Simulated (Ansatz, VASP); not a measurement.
**Two plane-wave programs on CsCaH3**

INCAR

```
  ALGO = Normal
  EDIFF = 1E-7
  ENCUT = 520
  ISIF = 2
  ISMEAR = 0
  LASPH = T
  LCHARG = F
  LREAL = F
  LWAVE = F
  NBANDS = 19
  NELM = 60
  PREC = Accurate
  SIGMA = 0.05
```

Contents of KPOINTS:

```
k-points
0
Gamma
  6 6 6
```

Contents of POSCAR:

```
CsCaH3
1.0
    4.7598215800      0.0000000000      0.0000000000
    0.0000000000      4.6211860000      0.0000000000
    0.0000000000      0.0000000000      4.6211860000
Cs Ca H
1 1 3
Direct
    0.0000000000      0.0000000000      0.0000000000
    0.5000000000      0.5000000000      0.5000000000
    0.5000000000      0.0000000000      0.5000000000
    0.0000000000      0.5000000000      0.5000000000
    0.5000000000      0.5000000000      0.0000000000
```

Input for Ansatz:

```yaml
crystal:
  lattice:
    - [4.75982158, 0.0, 0.0]
    - [0.0, 4.621186, 0.0]
    - [0.0, 0.0, 4.621186]
  atoms:
    - { symbol: Cs, position: [0.0, 0.0, 0.0] }
    - { symbol: Ca, position: [0.5, 0.5, 0.5] }
    - { symbol: H, position: [0.5, 0.0, 0.5] }
    - { symbol: H, position: [0.0, 0.5, 0.5] }
    - { symbol: H, position: [0.5, 0.5, 0.0] }
basis:
  ecutwfc: 420
kpoints:
  mp_grid: { grid: [6, 6, 6] }
hamiltonian:
  xc: lda
scf:
  occupations: { method: gaussian, width: 0.05 }
output:
  forces: true
  stress: true
  eigenvalues: true
```

Change from the starting cell: strain +0.0300 x Voigt [1, 0, 0, 0, 0, 0], atoms carried along.

Alike in both runs: task single point; functional LDA; k mesh 6 × 6 × 6; occupations gaussian, width 0.05 eV; no spin polarisation.

|  | VASP | Ansatz |
| --- | --- | --- |
| version | VASP 6.6.1 | Ansatz 0.2.0 |
| potentials or method | VASP PAW LDA potentials, release 64 (Cs_sv, Ca_sv, H), cutoff 520 eV | scalar-relativistic, plane waves, PAW |
| valence electrons in the cell | 22 | 22 |

Ansatz gave:

```
gap on the k mesh at the Fermi level (eV)                     : 2.79
least direct gap on the mesh (eV)                             : 2.81
pressure (GPa)                                                : -2.9
traceless stress, the component that is largest in VASP (GPa) : -0.63
```

Question: What did VASP give for the same quantities?

Answer: gap on the k mesh at the Fermi level (eV): 2.78; least direct gap on the mesh (eV): 2.80; pressure (GPa): -2.8; traceless stress, the component that is largest in VASP (GPa): -0.64.

LDA's correlation is that of Perdew and Zunger in VASP and of Perdew and Wang (1992) in Ansatz.

Spin-orbit coupling is off throughout.
